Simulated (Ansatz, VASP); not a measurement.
## One calculation of VMo2Se4, two programs

```
CELL_PARAMETERS angstrom
0.00000 3.40923 0.00000
6.26746 0.00000 0.00000
-2.82164 1.70461 -6.13943
ATOMIC_POSITIONS crystal
Se 0.36750 0.97260 0.26500
Se 0.63250 0.02740 0.73500
Se 0.89380 0.44930 0.21240
Se 0.10620 0.55070 0.78760
V 0.00000 0.00000 0.00000
Mo 0.25610 0.69040 0.48780
Mo 0.74390 0.30960 0.51220
```

Alike in both runs: task single point; functional PBE; k mesh 6 × 3 × 6; occupations gaussian, width 0.001 eV; no spin polarisation.

|  | VASP | Ansatz |
| --- | --- | --- |
| version | VASP 6.6.1 | Ansatz 0.2.0 |
| potentials or method | VASP PAW PBE potentials, release 64 (Se, V_sv, Mo_sv), cutoff 520 eV | PAW plane waves |
| valence electrons in the cell | 65 | 105 |

|  | VASP | Ansatz | Ansatz less VASP |
| --- | --- | --- | --- |
| gap on the k mesh at the Fermi level (eV) | none | none | - |
| pressure (GPa) | -2.1 | -2.4 | -0.23 |
| rms of the force components (eV/Å) | 0.332 | 0.333 | +0.0005 |

A gap of «none» marks a metal or a gap that the smearing closes. The functional is the same, so the differences come from potentials, cutoffs and numerics. VASP's potentials hold 65 valence electrons a cell and Ansatz's 105, so a difference there can come from the potentials and not from the codes.

The k mesh is coarse, so the values compare programs but aren't converged.
